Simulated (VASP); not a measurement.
# WSe2 in VASP: a series of runs

The runs below take WSe2 through single point, with r2SCAN.

Program: VASP 6.6.1. These are calculated values, not measurements. Logs are shortened: lines on timing, memory, paths and dates and some standing lists are left out, and cuts for length are marked.

### 1 The cell of the first run

The cell holds a slab with vacuum, 3 atoms: a = 3.318 Å, b = 3.318 Å, c = 16.658 Å, α = 90.00°, β = 90.00°, γ = 120.00°.

### 2 Single point, r2SCAN (atom 2 (Se) moved +0.150 Å towards its neighbour atom 1 (W) at 2.536 Å)

Contents of POSCAR:

```
WSe2
1.0
    3.3179375931      0.0000000000      0.0000000000
   -1.6589687966      2.8734182438      0.0000000000
    0.0000000000      0.0000000000     16.6581424200
W Se
1 2
Direct
    0.0000000000      0.0000000000      0.0000000000
    0.3136193536      0.6272387071      0.0938849517
    0.3333333333      0.6666666667      0.9002134800
```

Contents of INCAR.step1:

```
ALGO = Normal ; EDIFF = 1E-4
ENCUT = 520 ; GGA = PE
ISMEAR = 0 ; LASPH = True
LCHARG = False ; LREAL = False
LWAVE = True ; NBANDS = 20
NELM = 100 ; PREC = Accurate
SIGMA = 0.05
```

Contents of INCAR.step2:

```
ALGO = Normal ; EDIFF = 1E-6
ENCUT = 520 ; ISIF = 2
ISMEAR = 0 ; ISTART = 1
LASPH = True ; LCHARG = False
LMIXTAU = True ; LREAL = False
LWAVE = False ; METAGGA = R2SCAN
NBANDS = 20 ; NELM = 100
PREC = Accurate ; SIGMA = 0.05
```

Contents of KPOINTS:

```
k-points
0
Gamma
  12 12 2
```

Potentials or basis: VASP PAW PBE potentials, release 64 (W_sv, Se).

On the command line:

```
> cat potpaw_PBE.64/W_sv/POTCAR potpaw_PBE.64/Se/POTCAR > POTCAR
> cp INCAR.step1 INCAR
> mpirun -np 1 vasp_std > vasp.out
> cp INCAR.step2 INCAR
> mpirun -np 1 vasp_std > vasp.out
```

OUTCAR:

```text
EDIFF = 1E-6
   ENCUT = 520
   ISIF = 2
   ISMEAR = 0
   ISTART = 1
   LASPH = True
   LREAL = False
   METAGGA = R2SCAN
   NELM = 100
   PREC = Accurate

 ion  position               nearest neighbor table
   1  0.000  0.000  0.000-   2 2.39   2 2.52   2 2.52   3 2.54   3 2.54   3 2.54
   2  0.314  0.627  0.094-   1 2.39   1 2.52   1 2.52
   3  0.333  0.667  0.900-   1 2.54   1 2.54   1 2.54

  LATTYP: Found a hexagonal cell.
 ALAT       =     3.3179375931
 C/A-ratio  =     5.0206316281

  Lattice vectors:

 A1 = (   3.3179375931,   0.0000000000,   0.0000000000)
 A2 = (  -1.6589687966,   2.8734182438,   0.0000000000)
 A3 = (   0.0000000000,   0.0000000000,  16.6581424200)

Analysis of symmetry for initial positions (statically):
=====================================================================
 Subroutine PRICEL returns:
 Original cell was already a primitive cell.

 Routine SETGRP: Setting up the symmetry group for a
 hexagonal supercell.

 Subroutine GETGRP returns: Found  2 space group operations
 (whereof  2 operations were pure point group operations)
 out of a pool of 24 trial point group operations.

The static configuration has the point symmetry C_1h.

Analysis of symmetry for dynamics (positions and initial velocities):
=====================================================================
 Subroutine PRICEL returns:
 Original cell was already a primitive cell.

 Routine SETGRP: Setting up the symmetry group for a
 hexagonal supercell.

 Subroutine GETGRP returns: Found  2 space group operations
 (whereof  2 operations were pure point group operations)
 out of a pool of 24 trial point group operations.

The dynamic configuration has the point symmetry C_1h.

 Subroutine INISYM returns: Found  2 space group operations
 (whereof  2 operations are pure point group operations),
 and found     1 'primitive' translations

----------------------------------------------------------------------------------------

                                     Primitive cell

  volume of cell :     158.8158

  direct lattice vectors                    reciprocal lattice vectors
     3.317937593  0.000000000  0.000000000     0.301392046  0.174008779  0.000000000
    -1.658968797  2.873418244  0.000000000     0.000000000  0.348017558  0.000000000
     0.000000000  0.000000000 16.658142420     0.000000000  0.000000000  0.060030703

  length of vectors
     3.317937593  3.317937593 16.658142420     0.348017558  0.348017558  0.060030703

  position of ions in fractional coordinates (direct lattice)
     0.000000000  0.000000000  0.000000000
     0.313619354  0.627238707  0.093884952
     0.333333333  0.666666667  0.900213480

  ion indices of the primitive-cell ions
   primitive index   ion index
                 1           1
                 2           2
                 3           3

----------------------------------------------------------------------------------------

 KPOINTS: k-points

Automatic generation of k-mesh.
 Grid dimensions read from file:
 generate k-points for:   12   12    2

 Generating k-lattice:

  Cartesian coordinates                     Fractional coordinates (reciprocal lattice)
     0.025116004  0.014500732  0.000000000     0.083333333  0.000000000  0.000000000
     0.000000000  0.029001463  0.000000000     0.000000000  0.083333333  0.000000000
     0.000000000  0.000000000  0.030015351     0.000000000  0.000000000  0.500000000

  Length of vectors
     0.029001463  0.029001463  0.030015351

  Shift w.r.t. Gamma in fractional coordinates (k-lattice)
     0.000000000  0.000000000  0.000000000

 Subroutine IBZKPT returns following result:
 ===========================================

 Found     86 irreducible k-points:

 Following reciprocal coordinates:
            Coordinates               Weight
  0.000000  0.000000  0.000000      1.000000
  0.083333  0.000000  0.000000      4.000000
  0.000000  0.083333  0.000000      2.000000
  0.166667  0.000000  0.000000      4.000000
  0.000000  0.166667  0.000000      2.000000
  0.250000  0.000000  0.000000      4.000000
[... 16 lines left out ...]
 -0.083333  0.416667  0.000000      4.000000
 -0.416667  0.333333  0.000000      4.000000
 [... further k-points ...]
   k-points           NKPTS =     86   k-points in BZ     NKDIM =     86   number of bands    NBANDS=     20
   number of dos      NEDOS =    301   number of ions     NIONS =      3
   total plane-waves  NPLWV =  98784
   dimension x,y,z NGX =    28 NGY =   28 NGZ =  126
   dimension x,y,z NGXF=    56 NGYF=   56 NGZF=  252
   ions per type =               1   2
   NGX,Y,Z   is equivalent  to a cutoff of  14.03, 14.03, 12.57 a.u.
   NGXF,Y,Z  is equivalent  to a cutoff of  28.06, 28.06, 25.15 a.u.
 SYSTEM =  unknown system
   PREC   = accura    normal or accurate (medium, high low for compatibility)
   ISTART =      1    job   : 0-new  1-cont  2-samecut
   ICHARG =      0    charge: 1-file 2-atom 10-const
   ISPIN  =      1    spin polarized calculation?
   LNONCOLLINEAR =      F non collinear calculations
   LSORBIT =      F    spin-orbit coupling
   LASPH  =      T    aspherical Exc in radial PAW
   ENCUT  =  520.0 eV  38.22 Ry    6.18 a.u.   6.17  6.17 30.97*2*pi/ulx,y,z
   NELM   =    100;   NELMIN=  2; NELMDL=  0     # of ELM steps
   EDIFF  = 0.1E-05   stopping-criterion for ELM
   LREAL  =      F    real-space projection
   EDIFFG = 0.1E-04   stopping-criterion for IOM
   NSW    =      0    number of steps for IOM
   IBRION =     -1    ionic relax: 0-MD 1-quasi-New 2-CG
   NFREE  =      0    steps in history (QN), initial steepest desc. (CG)
   ISIF   =      2    stress and relaxation
   ISYM   =      2    0-nonsym 1-usesym 2-fastsym
   POTIM  = 0.5000    time-step for ionic-motion
   TEBEG  =    0.0;   TEEND  =   0.0 temperature during run
   PSTRESS=    0.0 pullay stress
   NELECT =      26.0000    total number of electrons
   NUPDOWN=      -1.0000    fix difference up-down
   EMIN   =  10.00;   EMAX   =-10.00  energy-range for DOS
   EFERMI =   0.00;   METHOD = LEGACY
   ISMEAR =     0;   SIGMA  =   0.05  broadening in eV -4-tet -1-fermi 0-gaus
   EFERMI_NEDOS =   21; number of points for ismear=-14 and -15
   IALGO  =     38    algorithm
   IMIX   =      4    mixing-type and parameters
     AMIX     =   0.40;   BMIX     =  1.00
     AMIX_MAG =   1.60;   BMIX_MAG =  1.00
  volume/ion in A,a.u.               =      52.94       357.25
  Fermi-wavevector in a.u.,A,eV,Ry     =   0.895574  1.692389 10.912587  0.802053
  Thomas-Fermi vector in A             =   2.017923
   LORBIT       =      0    0 simple, 1 ext, 2 COOP (PROOUT), +10 PAW based schemes
   METAGGA = R2SCAN    functional components
   LHFCALC =     F    Hartree Fock is set to
   AEXX    =    0.0000 exact exchange contribution
   IVDW    =     0    specifies the selected vdW correction
   LEPSILON=     F    determine dielectric tensor
   LRPA    =     F    only Hartree local field effects (RPA)
 non-spin polarized calculation
 Gauss-broadening in eV      SIGMA  =   0.05
  energy-cutoff  :      520.00
  volume of cell :      158.82
 maximum number of plane-waves:      4302
 NGX is ok and might be reduce to    28
   NGX = 13   NGY = 13   NGZ = 61

 number of electron      26.0000000 magnetization

 Free energy of the ion-electron system (eV)
  ---------------------------------------------------
  ext. energy  EPLUGINS =         0.00000000
  ---------------------------------------------------
  free energy    TOTEN  =       -81.58764403 eV

  energy without entropy =      -81.58764403  energy(sigma->0) =      -81.58764403

 E-fermi :  -0.8006     XC(G=0):  -4.7915

 val. band max:       -1.1628637530   @ k =   0.3333   0.3333   0.0000
 cond. band min:       0.3550716513   @ k =   0.3333   0.3333   0.5000
 fundamental gap:      1.5179354042
 Fermi energy:        -0.8005574323

 k-point     1 :       0.0000    0.0000    0.0000
  band No.  band energies     occupation
      1     -77.0760      2.00000
      2     -40.6777      2.00000
      3     -40.6001      2.00000
      4     -40.5792      2.00000
      5     -16.6910      2.00000
      6     -15.1373      2.00000
[... 12 lines left out ...]
     19       4.5519      0.00000
     20       4.5604      0.00000

 k-point     2 :       0.0833    0.0000    0.0000
  band No.  band energies     occupation
      1     -77.0753      2.00000
      2     -40.6747      2.00000
      3     -40.6086      2.00000
      4     -40.5902      2.00000
      5     -16.5841      2.00000
      6     -15.0885      2.00000
[... 12 lines left out ...]
     19       4.6863      0.00000
     20       4.9383      0.00000

 k-point     3 :       0.0000    0.0833    0.0000
  band No.  band energies     occupation
      1     -77.0752      2.00000
      2     -40.6747      2.00000
      3     -40.6161      2.00000
      4     -40.5829      2.00000
      5     -16.5813      2.00000
      6     -15.0922      2.00000
[... 12 lines left out ...]
     19       4.6891      0.00000
     20       4.9185      0.00000

 k-point     4 :       0.1667    0.0000    0.0000
  band No.  band energies     occupation
      1     -77.0733      2.00000
      2     -40.6675      2.00000
      3     -40.6450      2.00000
      4     -40.6062      2.00000
      5     -16.2788      2.00000
      6     -14.9493      2.00000
[... 12 lines left out ...]
     19       5.0655      0.00000
     20       5.6775      0.00000

 k-point     5 :       0.0000    0.1667    0.0000
  band No.  band energies     occupation
      1     -77.0732      2.00000
      2     -40.6723      2.00000
      3     -40.6541      2.00000
      4     -40.5932      2.00000
      5     -16.2677      2.00000
      6     -14.9638      2.00000
[... 12 lines left out ...]
     19       5.0749      0.00000
     20       5.6610      0.00000
[... 353 lines left out ...]
      6     -14.5921      2.00000
[... 12 lines left out ...]
     19       6.0671      0.00000
     20       6.4727      0.00000

 k-point    22 :       0.3333    0.0833    0.0000
  band No.  band energies     occupation
      1     -77.0665      2.00000
      2     -40.7878      2.00000
      3     -40.6507      2.00000
      4     -40.6322      2.00000
      5     -15.0192      2.00000
      6     -14.3909      2.00000
[... 12 lines left out ...]
     19       6.3800      0.00000
     20       6.6924      0.00000

 k-point    23 :      -0.0833    0.4167    0.0000
  band No.  band energies     occupation
      1     -77.0664      2.00000
      2     -40.8044      2.00000
      3     -40.6359      2.00000
      4     -40.6327      2.00000
      5     -14.9769      2.00000
      6     -14.4411      2.00000
[... 12 lines left out ...]
     19       6.3966      0.00000
     20       6.7101      0.00000

 k-point    24 :      -0.4167    0.3333    0.0000
  band No.  band energies     occupation
      1     -77.0665      2.00000
      2     -40.7820      2.00000
      3     -40.6557      2.00000
      4     -40.6324      2.00000
      5     -15.0281      2.00000
      6     -14.3769      2.00000
[... 12 lines left out ...]
     19       6.3604      0.00000
     20       6.7315      0.00000

 [... further k-points ...]

------------------------ aborting loop because EDIFF is reached ----------------------------------------

  FORCE on cell =-STRESS in cart. coord.  units (eV):
  Direction    XX          YY          ZZ          XY          YZ          ZX
  --------------------------------------------------------------------------------------
  -------------------------------------------------------------------------------------
  Total        0.6512460      1.9773177      3.4272705     -0.0000000      2.1559966     -0.0000000
  in kB        6.5699490     19.9477264     34.5752501     -0.0000000     21.7502882     -0.0000000
  external PRESSURE =      20.3643085 kB  Pullay stress =       0.0000000 kB

 VOLUME and BASIS-vectors are now :
 -----------------------------------------------------------------------------
  energy-cutoff  :      520.00
  volume of cell :      158.82
      direct lattice vectors                 reciprocal lattice vectors
     3.317937593  0.000000000  0.000000000     0.301392046  0.174008779  0.000000000
    -1.658968797  2.873418244  0.000000000     0.000000000  0.348017558  0.000000000
     0.000000000  0.000000000 16.658142420     0.000000000  0.000000000  0.060030703

 POSITION                                       TOTAL-FORCE (eV/Angst)
 -----------------------------------------------------------------------------------
      0.00000      0.00000      0.00000         0.000000     -1.428569     -1.797620
      0.00000      1.80232      1.56395        -0.000000      1.404266      1.992418
     -0.00000      1.91561     14.99588        -0.000000      0.024303     -0.194798
 -----------------------------------------------------------------------------------
    total drift:                               -0.000000     -0.000023      0.001221

  FREE ENERGIE OF THE ION-ELECTRON SYSTEM (eV)
  ---------------------------------------------------
  free  energy   TOTEN  =       -81.5876440265 eV

  energy  without entropy=      -81.5876440265  energy(sigma->0) =      -81.58764403
```

Wall time 40 min (1 thread of Oxide Virtual Turin-like, shared host); peak memory 0.49 GiB.

Results:

```yaml
Free_energy: -81.5876 eV
Largest_force: 2.438 eV/Å
Band_gap_on_the_k_mesh: 1.52 eV
```

Forces on the atoms (eV/Å):
```
W    0.000 -1.429 -1.798
Se   0.000  1.404  1.992
Se   0.000  0.024 -0.195
```

Caveat: the cell differs from its parent crystal (atom 2 (Se) moved +0.150 Å towards its neighbour atom 1 (W) at 2.536 Å); there is no dipole correction, which matters where the two faces differ; the PAW data sets were made with another functional, which shifts forces and pressure a little; spin-orbit coupling is left out, which moves the levels of the heavy elements.

### 3 Single point, r2SCAN (atom 2 (Se) moved -0.075 Å towards its neighbour atom 1 (W) at 2.536 Å)

POSCAR, as its differences from that of step 2:

```diff
@@ -9,3 +9,3 @@
     0.0000000000      0.0000000000      0.0000000000
-    0.3136193536      0.6272387071      0.0938849517
+    0.3431903232      0.6863806464      0.1027373042
     0.3333333333      0.6666666667      0.9002134800
```

Contents of INCAR.step1:

```
PREC     = Accurate       # precision mode
ENCUT    = 520            # plane-wave cutoff, eV
ISMEAR   = 0              # smearing method
SIGMA    = 0.05           # smearing width, eV
LREAL    = F              # projectors in reciprocal space
LASPH    = T              # aspherical terms in the spheres
NELM     = 60             # most SCF steps
NBANDS   = 20             # bands
GGA      = PE             # functional
ALGO     = Normal         # electronic algorithm
EDIFF    = 1E-4           # SCF threshold, eV
LWAVE    = T              # write WAVECAR
LCHARG   = F              # write CHGCAR
```

Contents of INCAR.step2:

```
PREC     = Accurate       # precision mode
ENCUT    = 520            # plane-wave cutoff, eV
EDIFF    = 1E-6           # SCF threshold, eV
ISMEAR   = 0              # smearing method
SIGMA    = 0.05           # smearing width, eV
LREAL    = F              # projectors in reciprocal space
LASPH    = T              # aspherical terms in the spheres
NELM     = 60             # most SCF steps
ALGO     = Normal         # electronic algorithm
ISIF     = 2              # what is computed and relaxed
LWAVE    = F              # write WAVECAR
LCHARG   = F              # write CHGCAR
METAGGA  = R2SCAN         # meta-GGA
LMIXTAU  = T            
NBANDS   = 20             # bands
ISTART   = 1
```

Contents of KPOINTS:

```
regular mesh
0
Gamma
  12 12 2
```

Potentials or basis: VASP PAW PBE potentials, release 64 (W_sv, Se).

On the command line:

```
> cat potpaw_PBE.64/W_sv/POTCAR potpaw_PBE.64/Se/POTCAR > POTCAR
> cp INCAR.step1 INCAR
> mpirun -np 1 vasp_std > vasp.out
> cp INCAR.step2 INCAR
> mpirun -np 1 vasp_std > vasp.out
```

OUTCAR:

```text
PREC = Accurate
   ENCUT = 520
   EDIFF = 1E-6
   ISMEAR = 0
   LREAL = F
   LASPH = T
   NELM = 60
   ISIF = 2
   METAGGA = R2SCAN
   ISTART = 1

 ion  position               nearest neighbor table
   1  0.000  0.000  0.000-   3 2.54   3 2.54   3 2.54   2 2.55   2 2.55   2 2.61
   2  0.343  0.686  0.103-   1 2.55   1 2.55   1 2.61
   3  0.333  0.667  0.900-   1 2.54   1 2.54   1 2.54

  LATTYP: Found a hexagonal cell.
 ALAT       =     3.3179375931
 C/A-ratio  =     5.0206316281

  Lattice vectors:

 A1 = (   3.3179375931,   0.0000000000,   0.0000000000)
 A2 = (  -1.6589687966,   2.8734182438,   0.0000000000)
 A3 = (   0.0000000000,   0.0000000000,  16.6581424200)

Analysis of symmetry for initial positions (statically):
=====================================================================
 Subroutine PRICEL returns:
 Original cell was already a primitive cell.

 Routine SETGRP: Setting up the symmetry group for a
 hexagonal supercell.

 Subroutine GETGRP returns: Found  2 space group operations
 (whereof  2 operations were pure point group operations)
 out of a pool of 24 trial point group operations.
[... 162 lines left out ...]
  free energy    TOTEN  =       -81.71858613 eV

  energy without entropy =      -81.71858613  energy(sigma->0) =      -81.71858613

 E-fermi :  -0.6155     XC(G=0):  -4.8476

 val. band max:       -1.0514205893   @ k =   0.3333   0.3333   0.0000
 cond. band min:       0.6300583333   @ k =   0.3333   0.3333   0.5000
 fundamental gap:      1.6814789225
 Fermi energy:        -0.6154941178

 k-point     1 :       0.0000    0.0000    0.0000
  band No.  band energies     occupation
      1     -77.1055      2.00000
      2     -40.6721      2.00000
      3     -40.5668      2.00000
      4     -40.5627      2.00000
      5     -16.3608      2.00000
      6     -15.0837      2.00000
[... 541 lines left out ...]
     19       6.2482      0.00000
     20       6.6843      0.00000

 [... further k-points ...]

------------------------ aborting loop because EDIFF is reached ----------------------------------------

  FORCE on cell =-STRESS in cart. coord.  units (eV):
  Direction    XX          YY          ZZ          XY          YZ          ZX
  --------------------------------------------------------------------------------------
  -------------------------------------------------------------------------------------
  Total       -0.3818687     -0.6461804     -1.4195401      0.0000000     -0.7184456      0.0000000
  in kB       -3.8523966     -6.5188467    -14.3207119      0.0000000     -7.2478776      0.0000000
  external PRESSURE =      -8.2306517 kB  Pullay stress =       0.0000000 kB

 VOLUME and BASIS-vectors are now :
 -----------------------------------------------------------------------------
  energy-cutoff  :      520.00
  volume of cell :      158.82
      direct lattice vectors                 reciprocal lattice vectors
     3.317937593  0.000000000  0.000000000     0.301392046  0.174008779  0.000000000
    -1.658968797  2.873418244  0.000000000     0.000000000  0.348017558  0.000000000
     0.000000000  0.000000000 16.658142420     0.000000000  0.000000000  0.060030703

 POSITION                                       TOTAL-FORCE (eV/Angst)
 -----------------------------------------------------------------------------------
      0.00000      0.00000      0.00000        -0.000000      0.467480      0.657388
     -0.00000      1.97226      1.71141         0.000000     -0.443156     -0.741050
     -0.00000      1.91561     14.99588         0.000000     -0.024324      0.083661
 -----------------------------------------------------------------------------------
    total drift:                                0.000000     -0.000003      0.000663

  FREE ENERGIE OF THE ION-ELECTRON SYSTEM (eV)
  ---------------------------------------------------
  free  energy   TOTEN  =       -81.7185861278 eV

  energy  without entropy=      -81.7185861278  energy(sigma->0) =      -81.71858613
```

Run time: 57 min. Hardware: 1 thread of Oxide Virtual Turin-like, shared host; peak memory 0.49 GiB.

What came out:

| Item | Value |
| --- | --- |
| Free energy | -81.7186 eV |
| Largest force | 0.863 eV/Å |
| Band gap on the k mesh | 1.68 eV |

Forces in eV/Å, atoms in the order of the input:
```
W    0.000  0.467  0.657
Se   0.000 -0.443 -0.741
Se   0.000 -0.024  0.084
```

Caveat: the cell differs from its parent crystal (atom 2 (Se) moved -0.075 Å towards its neighbour atom 1 (W) at 2.536 Å); there is no dipole correction, which matters where the two faces differ; the PAW data sets were made with another functional, which shifts forces and pressure a little; spin-orbit coupling is left out, which moves the levels of the heavy elements.
